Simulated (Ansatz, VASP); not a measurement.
**HfO2 in VASP and in Ansatz**

File INCAR:

```
PREC = Accurate
ENCUT = 600
EDIFF = 1E-6
ISMEAR = 0
SIGMA = 0.05
LREAL = False
LASPH = True
NELM = 120
ALGO = Normal
ISIF = 2
LWAVE = False
LCHARG = False
GGA = B5
ALDAX = 1.0
AGGAX = 1.0
AGGAC = 1.0
ALDAC = 0.0
NBANDS = 18
GGA_COMPAT = False
```

File KPOINTS:

```
regular mesh
0
Gamma
  8 8 8
```

The input POSCAR:

```
HfO2
1.0
    0.0000000000      2.5716145772      2.5716145772
    2.5716145772      0.0000000000      2.5716145772
    2.5716145772      2.5716145772      0.0000000000
Hf O
1 2
Direct
    0.0000000000      0.0000000000      0.0000000000
    0.2500000000      0.2500000000      0.2500000000
    0.7500000000      0.7500000000      0.7500000000
```

Input for Ansatz:

```yaml
crystal:
  lattice:
    - [0.0, 2.5716145772, 2.5716145772]
    - [2.5716145772, 0.0, 2.5716145772]
    - [2.5716145772, 2.5716145772, 0.0]
  atoms:
    - { symbol: Hf, position: [0.0, 0.0, 0.0] }
    - { symbol: O, position: [0.25, 0.25, 0.25] }
    - { symbol: O, position: [0.75, 0.75, 0.75] }
basis:
  ecutwfc: 420
  ecutrho_ratio: 4
kpoints:
  mp_grid: { grid: [8, 8, 8] }
hamiltonian:
  xc: blyp
scf:
  occupations: { method: gaussian, width: 0.05 }
output:
  forces: true
  stress: true
  eigenvalues: true
```

Alike in both runs: task single point; functional BLYP; k mesh 8 × 8 × 8; occupations gaussian, width 0.05 eV; no spin polarisation.

|  | VASP | Ansatz |
| --- | --- | --- |
| version | VASP 6.6.1 | Ansatz 0.2.0 |
| potentials or method | VASP PAW PBE potentials, release 64 (Hf_pv, O), cutoff 600 eV | scalar-relativistic, plane waves, PAW |
| valence electrons in the cell | 22 | 38 |

VASP gave:

| Item | Value |
| --- | --- |
| gap on the k mesh at the Fermi level (eV) | 3.76 |
| least direct gap on the mesh (eV) | 3.76 |
| pressure (GPa) | -3.0 |

Q: Estimate Ansatz's values.

A: gap on the k mesh at the Fermi level (eV): 3.74; least direct gap on the mesh (eV): 3.74; pressure (GPa): 0.0.

VASP's potentials were made for PBE, not for BLYP. VASP's potentials hold 22 valence electrons a cell and Ansatz's 38, so a difference there can come from the potentials and not from the codes.

Neither program's run includes spin-orbit coupling.
